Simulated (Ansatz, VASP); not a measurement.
# Two plane-wave programs on Si

```
Si
1.0
     0.00000    2.72199    2.72199
     2.72199    0.00000    2.72199
     2.72199    2.72199    0.00000
Si
2
Direct
  0.00000 0.00000 0.00000
  0.25000 0.25000 0.25000
```

Alike in both runs: functional r2SCAN; k mesh 9 × 9 × 9; occupations fermi-dirac, width 0.01 eV; no spin polarisation.

Ansatz relaxed the structure, and its values are those at the end. VASP's run is a single point on that final structure, the one shown.

|  | VASP | Ansatz |
| --- | --- | --- |
| version | VASP 6.6.1 | Ansatz 0.2.0 |
| potentials or method | VASP PAW PBE potentials, release 64 (Si), cutoff 520 eV | plane-wave PAW DFT |
| valence electrons in the cell | 8 | 8 |

|  | VASP | Ansatz | Ansatz less VASP |
| --- | --- | --- | --- |
| pressure (GPa) | -0.2 | 0.0 | +0.22 |

VASP's potentials were made for PBE, not for r2SCAN.
